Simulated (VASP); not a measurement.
SrTe:

```
CELL_PARAMETERS angstrom
0.00000 3.35276 3.35276
3.35276 0.00000 3.35276
3.35276 3.35276 0.00000
ATOMIC_POSITIONS crystal
Sr 0.00000 0.00000 0.00000
Te 0.50000 0.50000 0.50000
```

Base run:

- Program: VASP 6.6.1
- Functional: PBE-based screened hybrid
- Potentials or basis: VASP PAW PBE potentials, release 64 (Sr_sv, Te)
- Cutoff: 400 eV
- k mesh: 4 × 4 × 4
- Occupations: gaussian, width 0.01 eV
- Spin: no spin polarisation

Its results: band gap on the k mesh 2.94 eV, indirect (least direct gap 3.79 eV); pressure -0.6 GPa.

Task: The run is repeated on the same cell with these changes: share of exact exchange from 0.5 to 0.1. What comes out?

Result: Band gap on the k mesh 1.96 eV, indirect (least direct gap 2.72 eV); pressure 0.2 GPa.

Caveats: the PAW data sets were made with another functional, which shifts forces and pressure a little; spin-orbit coupling is left out, which moves the levels of the heavy elements.

A k mesh can miss the band edges.
